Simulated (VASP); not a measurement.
Runs of VASP 6.6.1 on Mg. The structure is that of space group I4/mmm (No. 139), or close to it. The cells are those of the table. 

```tsv
task	level	cell	k mesh	cutoff (eV)	smearing	gap on the mesh (eV)	pressure (GPa)
single point	PBE+D3(BJ)	a = 3.092 Å, angles 107.2, 107.2, 114.2°, 1 atom	11 × 11 × 11	520	fermi-dirac 0.05 eV	none	(a)
single point	PBE	a = 3.092 Å, angles 107.2, 107.2, 114.2°, 1 atom	11 × 11 × 11	520	gaussian 0.1 eV	none	0.4
relaxation of cell and atoms	PBE+D4	relaxed from a = 3.092 Å, angles 107.2, 107.2, 114.2°, 1 atom	11 × 11 × 11	600	fermi-dirac 0.05 eV	none	0.0
single point	PBEsol	a = 3.092 Å, angles 107.2, 107.2, 114.2°, 1 atom	6 × 6 × 6	520	fermi-dirac 0.05 eV	none	-0.1
single point	RPBE	a = 3.092 Å, angles 107.2, 107.2, 114.2°, 1 atom	11 × 11 × 11	520	gaussian 0.02 eV	none	1.6
```

Alike in all rows: potentials or basis VASP PAW PBE potentials, release 64 (Mg); no spin polarisation.

Question: Estimate the missing entries.

Answer: (a) -1.6.

Caveats: some runs use coarse meshes; pairwise dispersion overbinds metals, which lowers pressure and volume (some runs); the PAW data sets were made with another functional, which shifts forces and pressure a little (some runs); three body term missing (some runs).

A gap of «none» marks levels without a gap at the run's occupations.
